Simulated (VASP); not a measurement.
**Au: single point with PBE**

Au:

```
Au
1.0
     0.00000    2.07904    2.07904
     2.07904    0.00000    2.07904
     2.07904    2.07904    0.00000
Au
1
Direct
  0.00000 0.00000 0.00000
```

```json
{
  "Program": "VASP 6.6.1",
  "Task": "single point",
  "Functional": "PBE",
  "Potentials or basis": "VASP PAW PBE potentials, release 64 (Au)",
  "Cutoff": "520 eV",
  "k mesh": "24 × 24 × 24",
  "Occupations": "gaussian, width 0.15 eV",
  "Spin": "no spin polarisation"
}
```

```yaml
Pressure: -0.2 GPa
Band_gap_on_the_k_mesh: zero (an odd number of electrons rules out a gap without spin polarisation)
```

Levels at points of the mesh, in eV from the Fermi level:
```
           k point  band 2  band 3  band 4  band 5  band 6  band 7  band 8  band 9  band 10  band 11
(0.00, 0.00, 0.00)   -4.42   -4.42   -4.42   -3.04   -3.04   14.58   18.27   18.27    18.27    23.01
(0.50, 0.00, 0.00)   -4.45   -4.45   -1.95   -1.95   -0.71    2.79   14.02   16.73    16.73    24.13
(0.50, 0.50, 0.00)   -6.30   -1.99   -1.65   -1.65    1.17    5.35    9.86    9.86    16.64    19.10
```

Wall time 35 s on 1 thread of Intel(R) Xeon(R) Platinum 8488C (Sapphire Rapids), on a shared host, peak memory 0.21 GiB.

Caveat: spin-orbit coupling is left out, which moves the levels of the heavy elements.
